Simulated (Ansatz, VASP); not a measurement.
**One calculation of Ta4C3, two programs**

```
Ta C
1.0
     0.00000   -4.40260    0.00000
     0.00000    0.00000   -4.40260
     9.05520    0.00000    0.00000
Ta C
8 6
Direct
  0.50000 0.50000 0.85084
  0.50000 0.50000 0.36465
  0.00000 0.50000 0.12155
  0.00000 0.50000 0.60774
  0.50000 0.00000 0.12155
  0.50000 0.00000 0.60774
  0.00000 0.00000 0.36465
  0.00000 0.00000 0.85084
  0.00000 0.00000 0.12155
  0.00000 0.00000 0.60774
  0.50000 0.00000 0.85084
  0.50000 0.00000 0.36465
  0.00000 0.50000 0.85084
  0.00000 0.50000 0.36465
```

Alike in both runs: task single point; functional PBEsol; k mesh 9 × 9 × 5; occupations gaussian, width 0.15 eV; no spin polarisation.

```csv
,VASP,Ansatz
version,VASP 6.6.1,Ansatz 0.2.0
potentials or method,"VASP PAW PBE potentials, release 64 (Ta_pv, C), cutoff 520 eV","scalar-relativistic, plane waves, PAW"
valence electrons in the cell,112,128
```

|  | VASP | Ansatz | Ansatz less VASP |
| --- | --- | --- | --- |
| gap on the k mesh at the Fermi level (eV) | none | none | - |
| pressure (GPa) | -5.5 | -6.1 | -0.61 |
| traceless stress, the component that is largest in VASP (GPa) | -5.48 | -5.42 | +0.058 |
| rms of the force components (eV/Å) | 0.393 | 0.389 | -0.0039 |

VASP's potentials were made for PBE, not for PBEsol. Atom by atom the forces differ by 0.004 eV/Å (rms over components). A gap of «none» marks a metal or a gap that the smearing closes. The functional is the same, so the differences come from potentials, cutoffs and numerics. VASP's potentials hold 112 valence electrons a cell and Ansatz's 128, so a difference there can come from the potentials and not from the codes.

Spin-orbit coupling is off throughout.
